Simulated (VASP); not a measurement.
# BN (R3m) in VASP: notebook

Runs on BN. Level: PBE+D3(BJ). Tasks: relaxation of cell and atoms, relaxation of shape and atoms at fixed volume.

All numbers are computed with VASP 6.6.1; they aren't measurements. Logs are shortened: lines on timing, memory, paths and dates and some standing lists are left out, and cuts for length are marked.

### Step 1. The cell of the first run

Symmetry: R3m, No. 160, trigonal system. Conventional cell: a = 2.506 Å, b = 2.506 Å, c = 9.885 Å, α = 90.00°, β = 90.00°, γ = 120.00°. Within 1.9 Å of B (site symmetry 3m) lie 3 N at 1.45 Å. Within 1.9 Å of N (site symmetry 3m) lie 3 B at 1.45 Å.

### Step 2. Relaxation of cell and atoms, PBE+D3(BJ)

Contents of INCAR:

```
SYSTEM = BN
PREC     = Accurate       ! precision mode
ENCUT    = 600            ! plane-wave cutoff, eV
EDIFF    = 1E-7           ! SCF threshold, eV
ISMEAR   = 0              ! smearing method
SIGMA    = 0.01           ! smearing width, eV
LREAL    = .False.        ! projectors in reciprocal space
LASPH    = .True.         ! aspherical terms in the spheres
NELM     = 60             ! most SCF steps
ALGO     = Normal         ! electronic algorithm
ISIF     = 3              ! what is computed and relaxed
LWAVE    = .False.        ! write WAVECAR
LCHARG   = .False.        ! write CHGCAR
GGA      = PE             ! functional
IVDW     = 12             ! dispersion correction
IBRION   = 2              ! ionic algorithm
NSW      = 80             ! ionic steps
EDIFFG   = -0.001         ! ionic threshold
```

Contents of KPOINTS:

```
Automatic mesh
0
Gamma
  12 12 12
  0 0 0
```

Contents of POSCAR:

```
BN
1.0
    1.2530569069      0.7234527425      3.2948837603
   -1.2530569069      0.7234527425      3.2948837603
    0.0000000000     -1.4469054850      3.2948837603
B N
1 1
Direct
    0.9996975441      0.9996975441      0.9996975441
    0.3327354559      0.3327354559      0.3327354559
```

Potentials or basis: VASP PAW PBE potentials, release 64 (B, N).

The run is started by

```console
> cat potpaw_PBE.64/B/POTCAR potpaw_PBE.64/N/POTCAR > POTCAR
> mpirun -np 1 vasp_std > vasp.out
```

OUTCAR:

```text
SYSTEM = BN
   PREC = Accurate
   ENCUT = 600
   EDIFF = 1E-7
   ISMEAR = 0
   LREAL = .False.
   LASPH = .True.
   NELM = 60
   ISIF = 3
   GGA = PE
   IVDW = 12
   IBRION = 2
   NSW = 80
   EDIFFG = -0.001
 IVDW          = 12

 ion  position               nearest neighbor table
   1  1.000  1.000  1.000-   2 1.45   2 1.45   2 1.45
   2  0.333  0.333  0.333-   1 1.45   1 1.45   1 1.45

  LATTYP: Found a trigonal (rhomboedric) cell.
 ALAT       =     3.5985822870
 COS(alpha) =     0.7575016940

  Lattice vectors:

 A1 = (   1.2530569069,   0.7234527425,   3.2948837603)
 A2 = (  -1.2530569069,   0.7234527425,   3.2948837603)
 A3 = (   0.0000000000,  -1.4469054850,   3.2948837603)

Analysis of symmetry for initial positions (statically):
=====================================================================
 Subroutine PRICEL returns:
 Original cell was already a primitive cell.

 Routine SETGRP: Setting up the symmetry group for a
 trigonal (rhombohedral) supercell.

 Subroutine GETGRP returns: Found  6 space group operations
 (whereof  6 operations were pure point group operations)
 out of a pool of 12 trial point group operations.

The static configuration has the point symmetry C_3v.

Analysis of symmetry for dynamics (positions and initial velocities):
=====================================================================
 Subroutine PRICEL returns:
 Original cell was already a primitive cell.

 Routine SETGRP: Setting up the symmetry group for a
 trigonal (rhombohedral) supercell.

 Subroutine GETGRP returns: Found  6 space group operations
 (whereof  6 operations were pure point group operations)
 out of a pool of 12 trial point group operations.

The dynamic configuration has the point symmetry C_3v.

 Subroutine INISYM returns: Found  6 space group operations
 (whereof  6 operations are pure point group operations),
 and found     1 'primitive' translations

----------------------------------------------------------------------------------------

                                     Primitive cell

  volume of cell :      17.9214

  direct lattice vectors                    reciprocal lattice vectors
     1.253056907  0.723452743  3.294883760     0.399024176  0.230376716  0.101166948
    -1.253056907  0.723452743  3.294883760    -0.399024176  0.230376716  0.101166948
     0.000000000 -1.446905485  3.294883760     0.000000000 -0.460753431  0.101166948

  length of vectors
     3.598582287  3.598582287  3.598582287     0.471729240  0.471729240  0.471729240

  position of ions in fractional coordinates (direct lattice)
     0.999697544  0.999697544  0.999697544
     0.332735456  0.332735456  0.332735456

  ion indices of the primitive-cell ions
   primitive index   ion index
                 1           1
                 2           2

----------------------------------------------------------------------------------------

 KPOINTS: Automatic mesh

Automatic generation of k-mesh.
 Grid dimensions read from file:
 generate k-points for:   12   12   12

 Generating k-lattice:

  Cartesian coordinates                     Fractional coordinates (reciprocal lattice)
     0.033252015  0.019198060  0.008430579     0.083333333  0.000000000  0.000000000
    -0.033252015  0.019198060  0.008430579     0.000000000  0.083333333  0.000000000
     0.000000000 -0.038396119  0.008430579     0.000000000  0.000000000  0.083333333

  Length of vectors
     0.039310770  0.039310770  0.039310770

  Shift w.r.t. Gamma in fractional coordinates (k-lattice)
     0.000000000  0.000000000  0.000000000

 Subroutine IBZKPT returns following result:
 ===========================================

 Found    189 irreducible k-points:

 Following reciprocal coordinates:
            Coordinates               Weight
  0.000000  0.000000  0.000000      1.000000
  0.083333  0.000000  0.000000      6.000000
  0.166667  0.000000  0.000000      6.000000
  0.250000  0.000000  0.000000      6.000000
  0.333333  0.000000  0.000000      6.000000
  0.416667  0.000000  0.000000      6.000000
[... 16 lines left out ...]
  0.500000  0.166667  0.000000     12.000000
 -0.416667  0.166667  0.000000     12.000000
 [... further k-points ...]
   k-points           NKPTS =    189   k-points in BZ     NKDIM =    189   number of bands    NBANDS=      8
   number of dos      NEDOS =    301   number of ions     NIONS =      2
   total plane-waves  NPLWV =  27000
   dimension x,y,z NGX =    30 NGY =   30 NGZ =   30
   dimension x,y,z NGXF=    60 NGYF=   60 NGZF=   60
   ions per type =               1   1
   NGX,Y,Z   is equivalent  to a cutoff of  13.86, 13.86, 13.86 a.u.
   NGXF,Y,Z  is equivalent  to a cutoff of  27.72, 27.72, 27.72 a.u.
 SYSTEM =  BN
   PREC   = accura    normal or accurate (medium, high low for compatibility)
   ISTART =      0    job   : 0-new  1-cont  2-samecut
   ICHARG =      2    charge: 1-file 2-atom 10-const
   ISPIN  =      1    spin polarized calculation?
   LNONCOLLINEAR =      F non collinear calculations
   LSORBIT =      F    spin-orbit coupling
   LASPH  =      T    aspherical Exc in radial PAW
   ENCUT  =  600.0 eV  44.10 Ry    6.64 a.u.   7.19  7.19  7.19*2*pi/ulx,y,z
   NELM   =     60;   NELMIN=  2; NELMDL= -5     # of ELM steps
   EDIFF  = 0.1E-06   stopping-criterion for ELM
   LREAL  =      F    real-space projection
   EDIFFG = -.1E-02   stopping-criterion for IOM
   NSW    =     80    number of steps for IOM
   IBRION =      2    ionic relax: 0-MD 1-quasi-New 2-CG
   NFREE  =      1    steps in history (QN), initial steepest desc. (CG)
   ISIF   =      3    stress and relaxation
   ISYM   =      2    0-nonsym 1-usesym 2-fastsym
   POTIM  = 0.5000    time-step for ionic-motion
   TEBEG  =    0.0;   TEEND  =   0.0 temperature during run
   PSTRESS=    0.0 pullay stress
   NELECT =       8.0000    total number of electrons
   NUPDOWN=      -1.0000    fix difference up-down
   EMIN   =  10.00;   EMAX   =-10.00  energy-range for DOS
   EFERMI =   0.00;   METHOD = LEGACY
   ISMEAR =     0;   SIGMA  =   0.01  broadening in eV -4-tet -1-fermi 0-gaus
   EFERMI_NEDOS =   21; number of points for ismear=-14 and -15
   IALGO  =     38    algorithm
   IMIX   =      4    mixing-type and parameters
     AMIX     =   0.40;   BMIX     =  1.00
     AMIX_MAG =   1.60;   BMIX_MAG =  1.00
  volume/ion in A,a.u.               =       8.96        60.47
  Fermi-wavevector in a.u.,A,eV,Ry     =   1.251163  2.364356 21.298697  1.565410
  Thomas-Fermi vector in A             =   2.385124
   LORBIT       =      0    0 simple, 1 ext, 2 COOP (PROOUT), +10 PAW based schemes
   GGA     = PE    functional components
   LHFCALC =     F    Hartree Fock is set to
   AEXX    =    0.0000 exact exchange contribution
   IVDW    =    12    specifies the selected vdW correction
   LEPSILON=     F    determine dielectric tensor
   LRPA    =     F    only Hartree local field effects (RPA)
 conjugate gradient relaxation of ions
 non-spin polarized calculation
 Gauss-broadening in eV      SIGMA  =   0.01
  energy-cutoff  :      600.00
  volume of cell :       17.92
 maximum number of plane-waves:       613
 NGX is ok and might be reduce to    30
   NGX = 15   NGY = 15   NGZ = 15

--------------------------------------- Ionic step        1  -------------------------------------------

 number of electron       8.0000000 magnetization

 Free energy of the ion-electron system (eV)
  ---------------------------------------------------
  ext. energy  EPLUGINS =         0.00000000
  ---------------------------------------------------
  free energy    TOTEN  =       -17.57827557 eV

  energy without entropy =      -17.57827557  energy(sigma->0) =      -17.57827557

------------------------ aborting loop because EDIFF is reached ----------------------------------------

 Edisp (eV)   -0.28458

 E8    (eV) :    -0.0835

  FORCE on cell =-STRESS in cart. coord.  units (eV):
  Direction    XX          YY          ZZ          XY          YZ          ZX
  --------------------------------------------------------------------------------------
  -------------------------------------------------------------------------------------
  Total      -0.00309    -0.00309    -0.02928     0.00000    -0.00000     0.00000
  in kB      -0.27610    -0.27610    -2.61721     0.00000    -0.00000     0.00000
  external pressure =       -1.06 kB  Pullay stress =        0.00 kB
[... 97 lines left out ...]
  FREE ENERGIE OF THE ION-ELECTRON SYSTEM (eV)
  ---------------------------------------------------
  free  energy   TOTEN  =       -17.8629188821 eV

  energy  without entropy=      -17.8629188821  energy(sigma->0) =      -17.86291888

[... ionic steps 4 to 11 ...]

--------------------------------------- Ionic step       12  -------------------------------------------

 number of electron       8.0000000 magnetization

------------------------ aborting loop because EDIFF is reached ----------------------------------------

 Edisp (eV)   -0.28769

 E8    (eV) :    -0.0845
[... 69 lines left out ...]
  energy  without entropy=      -17.8629865213  energy(sigma->0) =      -17.86298652

--------------------------------------- Ionic step       14  -------------------------------------------

 number of electron       8.0000000 magnetization

 Free energy of the ion-electron system (eV)
  ---------------------------------------------------
  ext. energy  EPLUGINS =         0.00000000
  ---------------------------------------------------
  free energy    TOTEN  =       -17.57530734 eV

  energy without entropy =      -17.57530734  energy(sigma->0) =      -17.57530734

 E-fermi :   2.4305     XC(G=0): -10.1839

 val. band max:        2.3618672246   @ k =  -0.3333   0.3333   0.0000
 cond. band min:       6.5775342248   @ k =   0.5000   0.5000   0.0000
 fundamental gap:      4.2156670002
 Fermi energy:         2.4305112533

 k-point     1 :       0.0000    0.0000    0.0000
  band No.  band energies     occupation
      1     -15.4119      2.00000
      2      -1.5948      2.00000
      3       1.0885      2.00000
      4       1.0885      2.00000
      5       7.7400      0.00000
      6      14.0280      0.00000
      7      14.0280      0.00000
      8      15.5210      0.00000
[... 243 lines left out ...]
 k-point    24 :      -0.4167    0.1667    0.0000
  band No.  band energies     occupation
      1     -11.9550      2.00000
      2      -6.2178      2.00000
      3      -3.0181      2.00000
      4       2.0917      2.00000
      5       7.5759      0.00000
      6      13.9037      0.00000
      7      16.0443      0.00000
      8      16.8942      0.00000

 [... further k-points ...]

------------------------ aborting loop because EDIFF is reached ----------------------------------------

 Edisp (eV)   -0.28768

 E8    (eV) :    -0.0845

  FORCE on cell =-STRESS in cart. coord.  units (eV):
  Direction    XX          YY          ZZ          XY          YZ          ZX
  --------------------------------------------------------------------------------------
  -------------------------------------------------------------------------------------
  Total       0.00009     0.00009     0.00160     0.00000     0.00000     0.00000
  in kB       0.00788     0.00788     0.14427     0.00000     0.00000     0.00000
  external pressure =        0.05 kB  Pullay stress =        0.00 kB
[... 17 lines left out ...]
  FREE ENERGIE OF THE ION-ELECTRON SYSTEM (eV)
  ---------------------------------------------------
  free  energy   TOTEN  =       -17.8629865696 eV

  energy  without entropy=      -17.8629865696  energy(sigma->0) =      -17.86298657

 reached required accuracy - stopping structural energy minimisation
```

It took 6.4 min on 1 thread of AMD EPYC 7R43 (Zen 3), shared host; peak memory 0.15 GiB.

Results:

| Property | Result |
| --- | --- |
| Free energy | -17.8630 eV |
| Relaxed volume | 8.88 Å³/atom |
| Relaxed cell | a = 3.572 Å, b = 3.572 Å, c = 3.572 Å, α = 41.07°, β = 41.07°, γ = 41.07° |
| Space group after relaxing (to 0.05 Å) | R3m (No. 160) |
| Energy gained by relaxing | 0.1 meV/atom |
| Ionic steps | 14 |
| Pressure after relaxing | 0.0 GPa |
| Band gap on the k mesh | 4.22 eV, indirect (least direct gap 4.69 eV) |
| Dispersion energy per atom | -0.144 eV |

Step by step:
| step | energy change (eV) | largest force (eV/Å) | pressure (GPa) | volume (Å³) |
| --- | --- | --- | --- | --- |
| 1 | 0.0000 | 0.0002 | -0.11 | 17.92 |
| 2 | 0.0000 | 0.0003 | -0.04 | 17.91 |
| 3 | -0.0001 | 0.0007 | 0.13 | 17.86 |
| 4 | -0.0001 | 0.0015 | 0.49 | 17.77 |
| 5 | -0.0001 | 0.0011 | 0.32 | 17.81 |
| 6 | -0.0001 | 0.0011 | 0.31 | 17.81 |
| 7 | -0.0001 | 0.0011 | 0.27 | 17.80 |
| 8 | -0.0001 | 0.0012 | 0.18 | 17.79 |
| 9 | -0.0001 | 0.0013 | 0.01 | 17.76 |
| 10 | -0.0001 | 0.0013 | 0.02 | 17.76 |
| 11 | -0.0001 | 0.0013 | 0.01 | 17.76 |
| 12 | -0.0001 | 0.0013 | 0.00 | 17.76 |
| 13 | -0.0001 | 0.0011 | 0.00 | 17.76 |
| 14 | -0.0001 | 0.0005 | 0.01 | 17.76 |

Final structure:
```xyz
2
Lattice="1.2530 0.7234 3.2660 -1.2530 0.7234 3.2660 0.0000 -1.4468 3.2660" Properties=species:S:1:pos:R:3 pbc="T T T"
B     0.0000    0.0000    9.7952
N     0.0000    0.0000    3.2600
```

[end of part 1 of 2]
